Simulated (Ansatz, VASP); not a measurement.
## One calculation of AlNi, two programs

Contents of INCAR:

```
SYSTEM = AlNi
PREC     = Accurate       ! precision mode
ENCUT    = 520            ! plane-wave cutoff, eV
EDIFF    = 1E-6           ! SCF threshold, eV
ISMEAR   = 0              ! smearing method
SIGMA    = 0.15           ! smearing width, eV
LREAL    = .False.        ! projectors in reciprocal space
LASPH    = .True.         ! aspherical terms in the spheres
NELM     = 100            ! most SCF steps
ALGO     = Fast           ! electronic algorithm
ISIF     = 2              ! what is computed and relaxed
LWAVE    = .False.        ! write WAVECAR
LCHARG   = .False.        ! write CHGCAR
GGA      = PS             ! functional
NBANDS   = 14             ! bands
```

File KPOINTS:

```
regular mesh
0
Gamma
  24 24 24
  0 0 0
```

The input POSCAR:

```
AlNi
1.0
    2.1774096755     -2.1774330524      0.0000000000
    2.1774096755      2.1774330524      0.0000000000
    0.0000000000      0.0000000000      2.4727815530
Al Ni
1 1
Direct
    0.0000000000      0.0000000000      0.0000000000
    0.5000000000      0.5000000000      0.5000000000
```

Input for Ansatz:

```yaml
crystal:
  lattice:
    - [2.1774096755, -2.1774330524, 0.0]
    - [2.1774096755, 2.1774330524, 0.0]
    - [0.0, 0.0, 2.472781553]
  atoms:
    - { symbol: Al, position: [0.0, 0.0, 0.0] }
    - { symbol: Ni, position: [0.5, 0.5, 0.5] }
basis:
  ecutwfc: 420
kpoints:
  mp_grid: { grid: [24, 24, 24] }
hamiltonian:
  xc: pbesol
scf:
  occupations: { method: gaussian, width: 0.15 }
output:
  forces: true
  stress: true
  eigenvalues: true
```

Alike in both runs: task single point; functional PBEsol; k mesh 24 × 24 × 24; occupations gaussian, width 0.15 eV; no spin polarisation.

|  | VASP | Ansatz |
| --- | --- | --- |
| version | VASP 6.6.1 | Ansatz 0.2.0 |
| potentials or method | VASP PAW PBE potentials, release 64 (Al, Ni), cutoff 520 eV | scalar-relativistic, plane waves, PAW |
| valence electrons in the cell | 13 | 21 |

Ansatz gave:

- gap on the k mesh at the Fermi level (eV): none
- pressure (GPa): 4.6
- traceless stress, the component that is largest in VASP (GPa): 25.07

Question: Estimate VASP's values.

Answer: gap on the k mesh at the Fermi level (eV): none; pressure (GPa): 4.8; traceless stress, the component that is largest in VASP (GPa): 25.21.

VASP's potentials were made for PBE, not for PBEsol. A gap of «none» marks a metal or a gap that the smearing closes. VASP's potentials hold 13 valence electrons a cell and Ansatz's 21, so a difference there can come from the potentials and not from the codes. Ansatz's warnings: near symmetry operations not taken.
